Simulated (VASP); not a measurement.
Write the native input for VASP 6.6.1 that does the following.

* Task: single point
* Functional: BLYP
* Potentials or basis: VASP PAW PBE potentials, release 64 (Os)
* Cutoff: 520 eV
* k mesh: 14 × 14 × 14
* Occupations: fermi-dirac, width 0.1 eV
* Spin: no spin polarisation
* Dipole correction: no
* Further INCAR settings: ALGO = Normal; EDIFF = 1e-07; NBANDS = 10

The structure of Os lies in POSCAR:

```
Os
1.0
    2.6318282080      0.0000000000      0.0000000000
    0.0000000000      2.6318282080      0.0000000000
    0.0000000000      0.0000000000      2.6318282080
Os
1
Direct
    0.0000000000      0.0000000000      0.0000000000
```

This isn't the form of Os at room conditions, which is hcp.

The input as run:

INCAR

```
SYSTEM = Os
AGGAC = 1.0
AGGAX = 1.0
ALDAC = 0.0
ALDAX = 1.0
ALGO = Normal
EDIFF = 1E-7
ENCUT = 520
GGA = B5
ISIF = 2
ISMEAR = -1
LASPH = .True.
LCHARG = .False.
LREAL = .False.
LWAVE = .False.
NBANDS = 10
NELM = 80
PREC = Accurate
SIGMA = 0.1
```

KPOINTS

```
k-points
0
Gamma
  14 14 14
  0 0 0
```

Potentials or basis: VASP PAW PBE potentials, release 64 (Os).

Run with:

```console
$ cat potpaw_PBE.64/Os/POTCAR > POTCAR
$ mpirun -np 1 vasp_std > vasp.out
```

It gave:

The pressure is -6.7 GPa and the band gap on the k mesh is zero (bands 4 and 5 overlap by 4.98 eV).

Caveat: the cell stands under tension; the PAW data sets were made with another functional, which shifts forces and pressure a little; spin-orbit coupling is left out, which moves the levels of the heavy elements.

Run time: 32 s on 1 thread of Intel Xeon 8259CL (shared host), peak memory 0.14 GiB.
